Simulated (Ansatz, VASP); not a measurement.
One calculation of PtSe2, two programs

```
CELL_PARAMETERS angstrom
0.00000 3.14524 3.14524
3.14524 0.00000 3.14524
3.14524 3.14524 0.00000
ATOMIC_POSITIONS crystal
Pt 0.00000 0.00000 0.00000
Se 0.25000 0.25000 0.25000
Se 0.75000 0.75000 0.75000
```

Alike in both runs: task electric field gradients; functional PBE; k mesh 10 × 10 × 10; occupations fermi-dirac, width 0.05 eV; collinear spin.

|  | VASP | Ansatz |
| --- | --- | --- |
| version | VASP 6.6.1 | Ansatz 0.2.0 |
| potentials or method | VASP PAW PBE potentials, release 64 (Pt, Se), cutoff 520 eV | PAW with Ansatz's default frozen-core files, scalar-relativistic |
| valence electrons in the cell | 22 | 50 |

Ansatz gave:

- gap on the k mesh at the Fermi level (eV): none
- pressure (GPa): 0.0
- net moment per atom (μB): 0.00

Task: What did VASP give for the same quantities?

Result: gap on the k mesh at the Fermi level (eV): none; pressure (GPa): -0.1; net moment per atom (μB): 0.00.

A gap of «none» marks a metal or a gap that the smearing closes. With one functional, cell and mesh, what is left measures potentials, basis and numerics. VASP's potentials hold 22 valence electrons a cell and Ansatz's 50, so a difference there can come from the potentials and not from the codes. Ansatz's warnings: seeded moment not kept.

Neither program's run includes spin-orbit coupling.
